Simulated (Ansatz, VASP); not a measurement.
## Two plane-wave programs on Ca2Ge3N

```
Ca Ge N
1.0
     5.83241    0.00000    0.00000
    -2.91620    5.05101    0.00000
     0.00000    0.00000    3.65851
Ca Ge N
2 3 1
Direct
  0.33333 0.66667 0.00000
  0.66667 0.33333 0.00000
  0.50000 0.00000 0.50000
  0.50000 0.50000 0.50000
  0.00000 0.50000 0.50000
  0.00000 0.00000 0.00000
```

Change from the starting cell: species swapped into the HfCo3B2 type (P6/mmm, No. 191).

Alike in both runs: task relaxation of cell and atoms; functional PBE; k mesh 3 × 3 × 6; occupations gaussian, width 0.1 eV; no spin polarisation.

```csv
,VASP,Ansatz
version,VASP 6.6.1,Ansatz 0.2.0
potentials or method,"VASP PAW PBE potentials, release 64 (Ca_sv, Ge_d, N), cutoff 600 eV","scalar-relativistic, plane waves, PAW"
valence electrons in the cell,67,67
```

|  | VASP | Ansatz | Ansatz less VASP |
| --- | --- | --- | --- |
| gap on the k mesh at the Fermi level, each at its own relaxed structure (eV) | none | none | - |
| relaxed volume (Å³/atom) | 21.38 | 21.68 | +0.298 |
| relaxed cell length with the largest relative difference (Å) | 5.503 | 5.640 | +0.1370 |

A gap of «none» marks a metal or a gap that the smearing closes.

The k mesh is coarse, so the values compare programs but aren't converged. Noted on VASP's run: the volume moved by over 15 % at a fixed basis, so the end points are rough.
